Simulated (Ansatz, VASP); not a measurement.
Mn in VASP and in Ansatz

```
Mn
1.0
     2.40914    0.00000    0.00000
    -1.20457    2.08637    0.00000
     0.00000    0.00000    4.02620
Mn
2
Direct
  0.66667 0.33333 0.75000
  0.33333 0.66667 0.25000
```

Change from the starting cell: strain -0.030 along x and y, +0.000 along z, atoms carried along.

Alike in both runs: task single point; functional PBEsol; k mesh 21 × 21 × 12; occupations gaussian, width 0.15 eV; no spin polarisation.

|  | VASP | Ansatz |
| --- | --- | --- |
| version | VASP 6.6.1 | Ansatz 0.2.0 |
| potentials or method | VASP PAW PBE potentials, release 64 (Mn_pv), cutoff 520 eV | scalar-relativistic, plane waves, PAW |
| valence electrons in the cell | 26 | 30 |

|  | VASP | Ansatz | Ansatz less VASP |
| --- | --- | --- | --- |
| gap on the k mesh at the Fermi level (eV) | none | none | - |
| pressure (GPa) | 7.0 | 6.8 | -0.20 |
| traceless stress, the component that is largest in VASP (GPa) | -9.35 | -9.34 | +0.010 |

VASP's potentials were made for PBE, not for PBEsol. A gap of «none» marks a metal or a gap that the smearing closes. With one functional, cell and mesh, what is left measures potentials, basis and numerics. VASP's potentials hold 26 valence electrons a cell and Ansatz's 30, so a difference there can come from the potentials and not from the codes.
